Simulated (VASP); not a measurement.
A run of VASP 6.6.1:

Contents of INCAR:

```
ALGO     = Normal         # electronic algorithm
DIPOL    = 0.5 0.5 0.500
EDIFF    = 1E-6           # SCF threshold, eV
ENCUT    = 400            # plane-wave cutoff, eV
GGA      = PE             # functional
GGA_COMPAT= F            
IDIPOL   = 3            
ISIF     = 2              # what is computed and relaxed
ISMEAR   = -1             # smearing method
LASPH    = T              # aspherical terms in the spheres
LCHARG   = F              # write CHGCAR
LDIPOL   = T            
LREAL    = F              # projectors in reciprocal space
LWAVE    = F              # write WAVECAR
NBANDS   = 21             # bands
NELM     = 120            # most SCF steps
NELMDL   = -8           
PREC     = Accurate       # precision mode
SIGMA    = 0.02           # smearing width, eV
```

The input KPOINTS:

```
k-points
0
Gamma
  7 7 1
```

Contents of POSCAR:

```
Si
1.0
    3.8685410222      0.0000000000      0.0000000000
    0.0000000000      3.8685410222      0.0000000000
    0.0000000000      0.0000000000     22.8387000000
Si
6
Direct
    0.7500000000      0.0000000000      0.3502830946
    0.2500000000      0.0000000000      0.4101698568
    0.2500000000      0.5000000000      0.4700566189
    0.7500000000      0.5000000000      0.5299433811
    0.7500000000      0.0000000000      0.5898301432
    0.2500000000      0.0000000000      0.6497169054
```

Potentials or basis: VASP PAW PBE potentials, release 64 (Si).

Run with:

```console
$ cat potpaw_PBE.64/Si/POTCAR > POTCAR
$ mpirun -np 1 vasp_std > vasp.out
```

Hardware: 1 thread of Intel Xeon 8259CL (shared host).

Task: How long does it take, and how much memory?

Result: Run time: 3.9 min on 1 thread of Intel Xeon 8259CL, on a shared host, peak memory 0.34 GiB. Counts: scf iterations 25, k points 16.
